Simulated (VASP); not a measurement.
A run of VASP 6.6.1 is set up as follows.

The input INCAR:

```
PREC = Accurate
ENCUT = 520
EDIFF = 1E-7
ISMEAR = 0
SIGMA = 0.05
LREAL = F
LASPH = T
NELM = 60
ALGO = Normal
ISIF = 2
LWAVE = F
LCHARG = T
GGA = PE
IVDW = 12
LELF = T
LVHAR = T
NBANDS = 20
```

File KPOINTS:

```
regular mesh
0
Gamma
  9 9 4
```

Contents of POSCAR:

```
Al2O3
1.0
    2.9416895826      0.0000000000      0.0000000000
   -1.4708447913      2.5475779086      0.0000000000
    0.0000000000      0.0000000000      7.4858055969
Al O
2 3
Direct
    0.0000000000      0.0000000000      0.1907358529
    0.0000000000      0.0000000000      0.8092641471
    0.3333333333      0.6666666667      0.2703868429
    0.6666666667      0.3333333333      0.0000000000
    0.3333333333      0.6666666667      0.7296131571
```

Potentials or basis: VASP PAW PBE potentials, release 64 (Al, O).

Run with:

```console
$ cat potpaw_PBE.64/Al/POTCAR potpaw_PBE.64/O/POTCAR > POTCAR
$ mpirun -np 1 vasp_std > vasp.out
```

Problem. Estimate the largest force.

Solution. 1.249 eV/Å.

Problem. Estimate the band gap on the k mesh.

Solution. 4.16 eV, indirect (least direct gap 4.34 eV).

Problem. What does it give for the pressure?

Solution. -6.2 GPa.

Stress tensor (GPa, compression positive):
```
-8.38  0.00  0.00
 0.00 -8.38  0.00
 0.00  0.00 -1.95
```

Caveat: forces of over 1 eV/Å act on the atoms, so gaps and moduli don't describe the material at rest. A k mesh can miss the band edges.
